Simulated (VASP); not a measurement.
Set up this calculation in VASP 6.6.1, as the native input.

| Quantity | Value |
| --- | --- |
| Task | single point |
| Functional | PBE |
| Potentials or basis | VASP PAW PBE potentials, release 64 (Ga_d, Fe, O) |
| Cutoff | 520 eV |
| k mesh | 6 × 6 × 6 |
| Occupations | gaussian, width 0.1 eV |
| Spin | collinear spin, ferromagnetic start |
| Starting moments | [0.0, 0.0, 0.0, 4.1, 0.0, 0.0, 0.0, 0.18, 0.18, 0.18] μB |
| Dipole correction | no |
| Further INCAR settings | ALGO = Normal; EDIFF = 1e-07; NBANDS = 56 |

The structure of Ga3FeO6 lies in POSCAR:

```
Ga3FeO6
1.0
    2.5382237774      1.4654441812      4.5635700570
   -2.5382237774      1.4654441812      4.5635700570
    0.0000000000     -2.9308883623      4.5635700570
Ga Fe O
3 1 6
Direct
    0.3528468983      0.3528468983      0.3528468983
    0.8573339892      0.8573339892      0.8573339892
    0.6447543999      0.6447543999      0.6447543999
    0.1399175504      0.1399175504      0.1399175504
    0.5581475002      0.9458577177      0.2506702879
    0.2506702879      0.5581475002      0.9458577177
    0.9458577177      0.2506702879      0.5581475002
    0.4505826484      0.0548318798      0.7451428013
    0.7451428013      0.4505826484      0.0548318798
    0.0548318798      0.7451428013      0.4505826484
```

One way to write it, as run:

INCAR

```
PREC = Accurate
ENCUT = 520
EDIFF = 1E-7
ISMEAR = 0
SIGMA = 0.1
LREAL = F
LASPH = T
NELM = 150
ALGO = Normal
ISIF = 2
LWAVE = F
LCHARG = F
ISPIN = 2
MAGMOM = 0 0 0 4.1 0 0 0 0.18 0.18 0.18
LORBIT = 11
LMAXMIX = 4
GGA = PE
NBANDS = 56
```

KPOINTS

```
Automatic mesh
0
Gamma
  6 6 6
```

Potentials or basis: VASP PAW PBE potentials, release 64 (Ga_d, Fe, O).

Launch:

```sh
$ cat potpaw_PBE.64/Ga_d/POTCAR potpaw_PBE.64/Fe/POTCAR potpaw_PBE.64/O/POTCAR > POTCAR
$ mpirun -np 1 vasp_std > vasp.out
```

It gave:

| Item | Value |
| --- | --- |
| Pressure | 0.7 GPa |
| Largest force | 0.030 eV/Å |
| Band gap on the k mesh | 0.68 eV (least direct gap 0.79 eV) |
| Net moment | 5.00 μB per cell |
| Site moments | Ga +0.02, +0.01, +0.03; Fe +3.99; O +0.09, +0.16 (each value once) μB |
| Valence electrons inside the program's atomic spheres | Ga 11.58, 11.57, 11.59; Fe 6.72; O 5.04, 5.03 (each value once) |

Caveat: semilocal functionals underestimate gaps, and a narrow one can read as zero; a cell with one magnetic atom can't hold antiferromagnetic order, which such compounds often take.

Wall time 11 min on 1 thread of Oxide Virtual Turin-like Processor, with other jobs on the host, peak memory 0.47 GiB.
